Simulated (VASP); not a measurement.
Wanted: the native input for a VASP 6.6.1 run.

- Task: single point
- Functional: PBEsol
- Dispersion: D3(BJ)
- Potentials or basis: VASP PAW PBE potentials, release 64 (Sn_d, O)
- Cutoff: 520 eV
- k mesh: 6 × 6 × 2
- Occupations: gaussian, width 0.01 eV
- Spin: no spin polarisation
- Dipole correction: no
- Further INCAR settings: ALGO = Normal; EDIFF = 1e-07; NBANDS = 35

The structure of SnO2 lies in POSCAR:

```
SnO2
1.0
    3.2305760000      0.0000000000      0.0000000000
   -1.6152880000      2.7977610000      0.0000000000
    0.0000000000      0.0000000000     10.7905620000
Sn O
2 4
Direct
    0.0000000000      0.0000000000      0.5000000000
    0.0000000000      0.0000000000      0.0000000000
    0.6666666667      0.3333333333      0.4058620000
    0.6666666667      0.3333333333      0.0941380000
    0.3333333333      0.6666666667      0.5941380000
    0.3333333333      0.6666666667      0.9058620000
```

One way to write it, as run:

INCAR

```
  ALGO = Normal
  EDIFF = 1E-7
  ENCUT = 520
  GGA = PS
  ISIF = 2
  ISMEAR = 0
  IVDW = 12
  LASPH = T
  LCHARG = F
  LREAL = F
  LWAVE = F
  NBANDS = 35
  NELM = 60
  PREC = Accurate
  SIGMA = 0.01
```

KPOINTS

```
k-points
0
Gamma
  6 6 2
```

Potentials or basis: VASP PAW PBE potentials, release 64 (Sn_d, O).

Command:

```sh
$ cat potpaw_PBE.64/Sn_d/POTCAR potpaw_PBE.64/O/POTCAR > POTCAR
$ mpirun -np 1 vasp_std > vasp.out
```

Results of the run:

The pressure is -5.3 GPa, the largest force is 0.329 eV/Å and the band gap on the k mesh is 2.07 eV (least direct gap 2.45 eV). The dispersion energy per atom is -0.138 eV.

Caveat: the cell stands under tension; the PAW data sets were made with another functional, which shifts forces and pressure a little; spin-orbit coupling is left out, which moves the levels of the heavy elements.

It took 75 s on 1 thread of AMD EPYC 7R13 (shared host), peak memory 0.19 GiB.
